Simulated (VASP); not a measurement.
Crystal: I.

```xyz
4
Lattice="3.6350 -2.3950 0.0000 3.6350 2.3950 0.0000 0.0000 0.0000 9.7934" Properties=species:S:1:pos:R:3 pbc="T T T"
I     3.6350   -0.7152    3.7646
I     3.6350    1.6799    1.1321
I     3.6350    0.7152    6.0288
I     3.6350   -1.6799    8.6613
```

* Program: VASP 6.6.1
* Task: relaxation of cell and atoms
* Functional: LDA
* Potentials or basis: VASP PAW LDA potentials, release 64 (I)
* Cutoff: 600 eV
* k mesh: 5 × 5 × 3
* Occupations: fermi-dirac, width 0.05 eV
* Spin: no spin polarisation

At the start: pressure -0.9 GPa; volume 42.63 Å³/atom.

Where does the relaxation end?

Over 17 steps the energy falls by 73.3 meV/atom and the volume is 37.00 Å³/atom (-13.2 %); space group Cmce (No. 64, to 0.1 Å) before and after.

Step by step:
```tsv
step	energy change (eV)	largest force (eV/Å)	pressure (GPa)	volume (Å³)
1	0.0000	0.7236	-0.90	170.52
2	-0.1217	0.4103	-1.16	164.69
3	-0.2383	0.3813	-0.47	149.47
4	-0.2448	0.1883	-0.84	152.95
5	-0.2366	0.2928	1.46	144.97
6	-0.2593	0.1832	0.11	149.32
7	-0.2701	0.1479	0.13	148.70
8	-0.2864	0.1331	0.24	146.79
9	-0.2863	0.0573	-0.53	148.77
10	-0.2892	0.0346	-0.15	147.76
11	-0.2925	0.0322	-0.01	147.62
12	-0.2926	0.0392	0.01	147.60
13	-0.2929	0.0181	0.07	147.68
14	-0.2929	0.0189	0.07	147.69
15	-0.2930	0.0087	-0.05	148.17
16	-0.2931	0.0102	-0.01	148.02
17	-0.2931	0.0076	-0.01	148.00
```

Final structure:
```xyz
4
Lattice="3.5797 -2.1526 0.0000 3.5797 2.1526 0.0000 0.0000 0.0000 9.6031" Properties=species:S:1:pos:R:3 pbc="T T T"
I     3.5797   -0.7499    3.6196
I     3.5797    1.4028    1.1819
I     3.5797    0.7499    5.9835
I     3.5797   -1.4028    8.4211
```
